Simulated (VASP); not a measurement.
Write the native input for VASP 6.6.1 that does the following.

```yaml
Task: single point
Functional: r2SCAN
Dispersion: D3(BJ)
Potentials_or_basis: VASP PAW PBE potentials, release 64 (C)
Cutoff: 520 eV
k_mesh: 13 × 13 × 13
Occupations: fermi-dirac, width 0.05 eV
Spin: no spin polarisation
Dipole_correction: no
Further_INCAR_settings: ALGO = Normal; EDIFF = 1e-06; NBANDS = 11
```

The system is C.

```xyz
2
Lattice="0.0000 1.7714 1.7714 1.7714 0.0000 1.7714 1.7714 1.7714 0.0000" Properties=species:S:1:pos:R:3 pbc="T T T"
C     2.6571    2.6571    2.6571
C     1.7714    1.7714    1.7714
```

One way to write it, as run:

POSCAR

```
C
1.0
    0.0000000000      1.7714007132      1.7714007132
    1.7714007132      0.0000000000      1.7714007132
    1.7714007132      1.7714007132      0.0000000000
C
2
Direct
    0.7500000000      0.7500000000      0.7500000000
    0.5000000000      0.5000000000      0.5000000000
```

INCAR.step1

```
SYSTEM = C
  PREC = Accurate
  ENCUT = 520
  ISMEAR = -1
  SIGMA = 0.05
  LREAL = .FALSE.
  LASPH = .TRUE.
  NELM = 100
  NBANDS = 11
  GGA = PE
  ALGO = Normal
  EDIFF = 1E-4
  LWAVE = .TRUE.
  LCHARG = .FALSE.
```

INCAR.step2

```
SYSTEM = C
  PREC = Accurate
  ENCUT = 520
  EDIFF = 1E-6
  ISMEAR = -1
  SIGMA = 0.05
  LREAL = .FALSE.
  LASPH = .TRUE.
  NELM = 100
  ALGO = Normal
  ISIF = 2
  LWAVE = .FALSE.
  LCHARG = .FALSE.
  METAGGA = R2SCAN
  LMIXTAU = .TRUE.
  IVDW = 12
  VDW_S6 = 1.0
  VDW_S8 = 0.78981345
  VDW_A1 = 0.49484001
  VDW_A2 = 5.73083694
  NBANDS = 11
  ISTART = 1
```

KPOINTS

```
regular mesh
0
G
  13 13 13
  0 0 0
```

Potentials or basis: VASP PAW PBE potentials, release 64 (C).

Run with:

```bash
$ cat potpaw_PBE.64/C/POTCAR > POTCAR
$ cp INCAR.step1 INCAR
$ mpirun -np 1 vasp_std > vasp.out
$ cp INCAR.step2 INCAR
$ mpirun -np 1 vasp_std > vasp.out
```

Results of the run:

```
Pressure                   : 5.3 GPa
Band gap on the k mesh     : 4.38 eV, indirect (least direct gap 5.89 eV)
Dispersion energy per atom : -0.092 eV
```

Caveat: the PAW data sets were made with another functional, which shifts forces and pressure a little.

It took 30 s on 1 thread of Intel(R) Xeon(R) Platinum 8375C CPU @ 2.90GHz (Ice Lake), on a shared host, peak memory 0.14 GiB.
